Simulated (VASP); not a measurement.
BeS: single point with HSE06

BeS:

```
CELL_PARAMETERS angstrom
0.00000 2.42664 2.42664
2.42664 0.00000 2.42664
2.42664 2.42664 0.00000
ATOMIC_POSITIONS crystal
Be 0.00000 0.00000 0.00000
S 0.25000 0.25000 0.25000
```

| Property | Result |
| --- | --- |
| Program | VASP 6.6.1 |
| Task | single point |
| Functional | HSE06 |
| Potentials or basis | VASP PAW PBE potentials, release 64 (Be, S) |
| Cutoff | 520 eV |
| k mesh | 6 × 6 × 6 |
| Occupations | fermi-dirac, width 0.02 eV |
| Spin | no spin polarisation |
| Dipole correction | no |
| Grid for exact exchange (PRECFOCK) | Normal |
| Further INCAR settings | ALGO = Normal; EDIFF = 1e-06; NBANDS = 11 |
| Share of exact exchange | 0.25 |
| Screening parameter | 0.2079 1/Å |

```json
{"Pressure": "-0.1 GPa", "Band gap on the k mesh": "4.05 eV (least direct gap 6.87 eV)"}
```

Levels at points of the mesh, in eV from the valence-band top:
| k point | band 1 | band 2 | band 3 | band 4 | band 5 | band 6 | band 7 | band 8 |
| --- | --- | --- | --- | --- | --- | --- | --- | --- |
| (0.00, 0.00, 0.00) | -15.07 | 0.00 | 0.00 | 0.00 | 6.87 | 6.87 | 6.87 | 7.05 |
| (0.50, 0.00, 0.00) | -13.30 | -6.34 | -1.12 | -1.12 | 6.60 | 7.77 | 7.77 | 12.54 |
| (0.50, 0.50, 0.00) | -12.70 | -5.53 | -2.87 | -2.87 | 4.05 | 5.96 | 14.50 | 14.50 |

Run time: 4.7 min on 1 thread of Intel(R) Xeon(R) Platinum 8488C (Sapphire Rapids), with other jobs on the host, peak memory 0.26 GiB.

Caveat: the PAW data sets were made with another functional, which shifts forces and pressure a little. A k mesh can miss the band edges.
